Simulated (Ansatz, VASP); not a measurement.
## Sb in VASP and in Ansatz

File POSCAR:

```
Sb
1.0
   -1.4749949733      1.4749949733      1.4749949733
    1.4749949733     -1.4749949733      1.4749949733
    1.4749949733      1.4749949733     -1.4749949733
Sb
1
Direct
    0.0000000000      0.0000000000      0.0000000000
```

File INCAR.step1:

```
SYSTEM = Sb
PREC = Accurate ; ENCUT = 550
ISMEAR = 0 ; SIGMA = 0.1
LREAL = .FALSE. ; LASPH = .TRUE.
NELM = 120 ; GGA = PE
ALGO = Normal ; EDIFF = 1E-5
LWAVE = .TRUE. ; LCHARG = .FALSE.
GGA_COMPAT = .FALSE. ; IBRION = 2
ISIF = 3 ; EDIFFG = -0.005
NELMIN = 4 ; NSW = 100
```

Contents of INCAR.step2:

```
SYSTEM = Sb
PREC = Accurate ; ENCUT = 550
EDIFF = 1E-7 ; ISMEAR = 0
SIGMA = 0.1 ; LREAL = .FALSE.
LASPH = .TRUE. ; NELM = 120
ALGO = Normal ; ISIF = 3
LWAVE = .FALSE. ; LCHARG = .FALSE.
METAGGA = R2SCAN ; LMIXTAU = .TRUE.
IBRION = 2 ; NSW = 80
EDIFFG = -0.05 ; ISTART = 1
GGA_COMPAT = .FALSE. ; NELMIN = 4
```

The input KPOINTS:

```
regular mesh
0
G
  10 10 10
  0 0 0
```

Input for Ansatz:

```yaml
crystal:
  lattice:
    - [-1.4749949733, 1.4749949733, 1.4749949733]
    - [1.4749949733, -1.4749949733, 1.4749949733]
    - [1.4749949733, 1.4749949733, -1.4749949733]
  atoms:
    - { symbol: Sb, position: [0.0, 0.0, 0.0] }
basis:
  ecutwfc: 500
kpoints:
  mp_grid: { grid: [10, 10, 10] }
hamiltonian:
  xc: r2scan
scf:
  occupations: { method: gaussian, width: 0.1 }
output:
  forces: true
  stress: true
  eigenvalues: true
relax:
  adjacent_minimum: "off"
  f_tol: 0.05
  max_steps: 60
  cell: { stress_tol: 0.5 }
```

Alike in both runs: task relaxation of cell and atoms; functional r2SCAN; k mesh 10 × 10 × 10; occupations gaussian, width 0.1 eV; no spin polarisation.

|  | VASP | Ansatz |
| --- | --- | --- |
| version | VASP 6.6.1 | Ansatz 0.2.0 |
| potentials or method | VASP PAW PBE potentials, release 64 (Sb), cutoff 550 eV | scalar-relativistic, plane waves, PAW |
| valence electrons in the cell | 5 | 15 |

```csv
,VASP,Ansatz,Ansatz less VASP
"gap on the k mesh at the Fermi level, each at its own relaxed structure (eV)",none,none,-
relaxed volume (Å³/atom),27.20,27.21,+0.005
relaxed cell length with the largest relative difference (Å),3.282,3.282,+0.0002
```

VASP's potentials were made for PBE, not for r2SCAN. A gap of «none» marks a metal or a gap that the smearing closes. VASP's potentials hold 5 valence electrons a cell and Ansatz's 15, so a difference there can come from the potentials and not from the codes.

Spin-orbit coupling is off throughout. Noted on VASP's run: the volume moved by over 15 % at a fixed basis, so the end points are rough.
